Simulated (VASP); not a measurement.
## Os: single point with LDA

Crystal: Os.

```xyz
2
Lattice="2.7175 0.0000 0.0000 -1.3588 2.3534 0.0000 0.0000 0.0000 4.2845" Properties=species:S:1:pos:R:3 pbc="T T T"
Os    0.0000    1.5690    1.0711
Os    1.3588    0.7845    3.2133
```

```yaml
Program: VASP 6.6.1
Task: single point
Functional: LDA
Potentials_or_basis: VASP PAW LDA potentials, release 64 (Os_sv_GW)
Cutoff: 560 eV
k_mesh: 13 × 13 × 8
Occupations: methfessel-paxton, width 0.2 eV
Spin: no spin polarisation
```

```
Pressure               : 0.4 GPa
Band gap on the k mesh : zero (bands 16 and 17 overlap by 3.96 eV)
```

Stress tensor (GPa, compression positive):
```
 0.83  0.00  0.00
 0.00  0.83  0.00
 0.00  0.00 -0.51
```

Levels at points of the mesh, in eV from the Fermi level:
```tsv
k point	band 14	band 15	band 16	band 17	band 18	band 19
(0.00, 0.00, 0.00)	-2.36	-2.36	-1.70	-1.70	0.10	1.67
(0.00, 0.00, 0.50)	-3.44	-3.44	-3.44	0.87	0.87	0.87
```

It took 69 s on 1 thread of Intel(R) Xeon(R) Platinum 8488C (Sapphire Rapids), with other jobs on the host, peak memory 0.18 GiB.

Caveat: spin-orbit coupling is left out, which moves the levels of the heavy elements.
